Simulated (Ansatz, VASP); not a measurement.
## BN in VASP and in Ansatz

```xyz
4
Lattice="2.6707 0.0000 0.0000 -1.3354 2.1550 0.0000 0.0000 0.0000 6.4953" Properties=species:S:1:pos:R:3 pbc="T T T"
B     0.0000    1.4367    1.6238
B     1.3354    0.7183    4.8715
N     0.0000    1.4367    4.8715
N     1.3354    0.7183    1.6238
```

Change from the starting cell: normal strain along x +0.0733, normal strain along z +0.0000.

Alike in both runs: task relaxation of the atoms; functional LDA; k mesh 12 × 12 × 4; occupations gaussian, width 0.05 eV; no spin polarisation.

|  | VASP | Ansatz |
| --- | --- | --- |
| version | VASP 6.6.1 | Ansatz 0.2.0 |
| potentials or method | VASP PAW LDA potentials, release 64 (B, N), cutoff 520 eV | scalar-relativistic, plane waves, PAW |
| valence electrons in the cell | 16 | 16 |

Ansatz gave:

```
gap on the k mesh at the Fermi level, each at its own relaxed structure (eV) : 3.69
```

Problem. Which values does VASP return?

Solution. gap on the k mesh at the Fermi level, each at its own relaxed structure (eV): 3.62.

Ansatz warns that its potentials were made for another functional, while VASP's fit it. LDA's correlation is that of Perdew and Zunger in VASP and of Perdew and Wang (1992) in Ansatz. Ansatz's warnings: stress scf threshold loose.
